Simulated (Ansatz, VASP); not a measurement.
**Two plane-wave programs on Si16B**

```
CELL_PARAMETERS angstrom
0.00000 5.43000 5.43000
5.43000 0.00000 5.43000
5.43000 5.43000 0.00000
ATOMIC_POSITIONS crystal
Si 0.00017 0.99994 0.99996
Si 0.12564 0.12512 0.12518
Si 0.99970 0.99959 0.50118
Si 0.12251 0.12257 0.62776
Si 0.99972 0.50111 0.99962
Si 0.12252 0.62773 0.12258
Si 0.00733 0.49763 0.49764
Si 0.12261 0.62747 0.62751
Si 0.50170 0.99942 0.99942
Si 0.62801 0.12246 0.12246
Si 0.49730 0.00843 0.49720
Si 0.62764 0.12265 0.62730
Si 0.49734 0.49723 0.00833
Si 0.62767 0.62729 0.12265
Si 0.49666 0.49667 0.49666
Si 0.62339 0.62478 0.62464
B 0.37066 0.37437 0.37400
```

Alike in both runs: functional PBE; k mesh 2 × 2 × 2; occupations fermi-dirac, width 0.02 eV; collinear spin.

Ansatz relaxed the structure, and its values are those at the end. VASP's run is a single point on that final structure, the one shown.

|  | VASP | Ansatz |
| --- | --- | --- |
| version | VASP 6.6.1 | Ansatz 0.2.0 |
| potentials or method | VASP PAW PBE potentials, release 64 (Si, B), cutoff 520 eV | scalar-relativistic, plane waves, PAW |
| valence electrons in the cell | 67 | 67 |

|  | VASP | Ansatz | Ansatz less VASP |
| --- | --- | --- | --- |
| rms of the force components (eV/Å) | 0.011 | 0.010 | -0.0004 |
| net moment per atom (μB) | 0.00 | 0.00 | 0.000 |

Ansatz's warnings: filled band counts differ across k points, seeded moment not kept.

The k mesh is coarse, so the values compare programs but aren't converged.
